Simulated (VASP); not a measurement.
Input of a VASP 6.6.1 run:

Contents of INCAR:

```
ALGO = Normal
EDIFF = 1E-7
ENCUT = 520
GGA = PE
ISIF = 2
ISMEAR = 0
LASPH = T
LCHARG = F
LREAL = F
LWAVE = F
NBANDS = 35
NELM = 80
PREC = Accurate
SIGMA = 0.1
```

The input KPOINTS:

```
k-points
0
Gamma
  3 3 6
```

File POSCAR:

```
BaHf3O2
1.0
    6.0056427900      0.0000000000      0.0000000000
   -3.0028214000      5.2010392300      0.0000000000
    0.0000000000      0.0000000000      3.4647543300
Ba Hf O
1 3 2
Direct
    0.0000000000      0.0000000000      0.5000000000
    0.0000000000      0.5000000000      0.0000000000
    0.5000000000      0.0000000000      0.0000000000
    0.5000000000      0.5000000000      0.0000000000
    0.3333333300      0.6666666700      0.5000000000
    0.6666666700      0.3333333300      0.5000000000
```

Potentials or basis: VASP PAW PBE potentials, release 64 (Ba_sv, Hf_pv, O).

The run is started by

```sh
$ cat potpaw_PBE.64/Ba_sv/POTCAR potpaw_PBE.64/Hf_pv/POTCAR potpaw_PBE.64/O/POTCAR > POTCAR
$ mpirun -np 1 vasp_std > vasp.out
```

Q: Predict the pressure.

A: -1.3 GPa.

Q: What does it give for the band gap on the k mesh?

A: Zero (band 26 reaches 6.07 eV, above the bottom of band 27 at 5.56 eV).

Stress tensor (GPa, compression positive):
```
  4.41   0.00   0.00
  0.00   4.41   0.00
  0.00   0.00 -12.58
```

Caveat: the k points lie up to 0.40 Å⁻¹ apart; spin-orbit coupling is left out, which moves the levels of the heavy elements.
